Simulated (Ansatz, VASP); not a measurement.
## ZnS in VASP and in Ansatz

Contents of POSCAR:

```
ZnS
1.0
   -3.8067217473      0.0000000000      0.0000000000
   -1.9033608736     -3.2967177383      0.0000000000
   -5.2344327386     -3.0221011507     12.4914703042
Zn S
4 4
Direct
   -0.4976039140     -0.4976039140      0.9064440355
   -0.0392539140     -0.0392539140      0.4064440355
    0.5232544193      0.5232544193      0.1564440355
    0.0649044193      0.0649044193      0.6564440355
    0.2475705807      0.2475705807      0.0935559645
   -0.2107794193     -0.2107794193      0.5935559645
    0.3517289140      0.3517289140      0.3435559645
   -0.1066210860     -0.1066210860      0.8435559645
```

File INCAR.step1:

```
ALGO     = Normal         # electronic algorithm
EDIFF    = 1E-4           # SCF threshold, eV
ENCUT    = 520            # plane-wave cutoff, eV
GGA      = PE             # functional
ISMEAR   = 0              # smearing method
LASPH    = T              # aspherical terms in the spheres
LCHARG   = F              # write CHGCAR
LREAL    = F              # projectors in reciprocal space
LWAVE    = T              # write WAVECAR
NBANDS   = 46             # bands
NELM     = 60             # most SCF steps
PREC     = Accurate       # precision mode
SIGMA    = 0.05           # smearing width, eV
```

The input INCAR.step2:

```
ALGO     = Normal         # electronic algorithm
EDIFF    = 1E-7           # SCF threshold, eV
ENCUT    = 520            # plane-wave cutoff, eV
ISIF     = 2              # what is computed and relaxed
ISMEAR   = 0              # smearing method
ISTART   = 1            
LASPH    = T              # aspherical terms in the spheres
LCHARG   = F              # write CHGCAR
LMIXTAU  = T            
LREAL    = F              # projectors in reciprocal space
LWAVE    = F              # write WAVECAR
METAGGA  = R2SCAN         # meta-GGA
NBANDS   = 46             # bands
NELM     = 60             # most SCF steps
PREC     = Accurate       # precision mode
SIGMA    = 0.05           # smearing width, eV
```

The input KPOINTS:

```
k-points
0
Gamma
  7 7 2
```

Input for Ansatz:

```yaml
crystal:
  lattice:
    - [-3.8067217473, 0.0, 0.0]
    - [-1.9033608736, -3.2967177383, 0.0]
    - [-5.2344327386, -3.0221011507, 12.4914703042]
  atoms:
    - { symbol: Zn, position: [-0.497603914, -0.497603914, 0.9064440355] }
    - { symbol: Zn, position: [-0.039253914, -0.039253914, 0.4064440355] }
    - { symbol: Zn, position: [0.5232544193, 0.5232544193, 0.1564440355] }
    - { symbol: Zn, position: [0.0649044193, 0.0649044193, 0.6564440355] }
    - { symbol: S, position: [0.2475705807, 0.2475705807, 0.0935559645] }
    - { symbol: S, position: [-0.2107794193, -0.2107794193, 0.5935559645] }
    - { symbol: S, position: [0.351728914, 0.351728914, 0.3435559645] }
    - { symbol: S, position: [-0.106621086, -0.106621086, 0.8435559645] }
basis:
  ecutwfc: 500
kpoints:
  mp_grid: { grid: [7, 7, 2] }
hamiltonian:
  xc: r2scan
scf:
  occupations: { method: gaussian, width: 0.05 }
output:
  forces: true
  stress: true
  eigenvalues: true
```

Alike in both runs: task single point; functional r2SCAN; k mesh 7 × 7 × 2; occupations gaussian, width 0.05 eV; no spin polarisation.

|  | VASP | Ansatz |
| --- | --- | --- |
| version | VASP 6.6.1 | Ansatz 0.2.0 |
| potentials or method | VASP PAW PBE potentials, release 64 (Zn, S), cutoff 520 eV | scalar-relativistic, plane waves, PAW |
| valence electrons in the cell | 72 | 72 |

Ansatz gave:

```
gap on the k mesh at the Fermi level (eV)                     : 2.70
least direct gap on the mesh (eV)                             : 2.70
pressure (GPa)                                                : -0.2
traceless stress, the component that is largest in VASP (GPa) : -0.94
rms of the force components (eV/Å)                            : 0.098
```

Q: What did VASP give for the same quantities?

A: gap on the k mesh at the Fermi level (eV): 2.71; least direct gap on the mesh (eV): 2.71; pressure (GPa): -0.2; traceless stress, the component that is largest in VASP (GPa): -0.93; rms of the force components (eV/Å): 0.097.

VASP's potentials were made for PBE, not for r2SCAN. Atom by atom the forces differ by 0.006 eV/Å (rms over components).
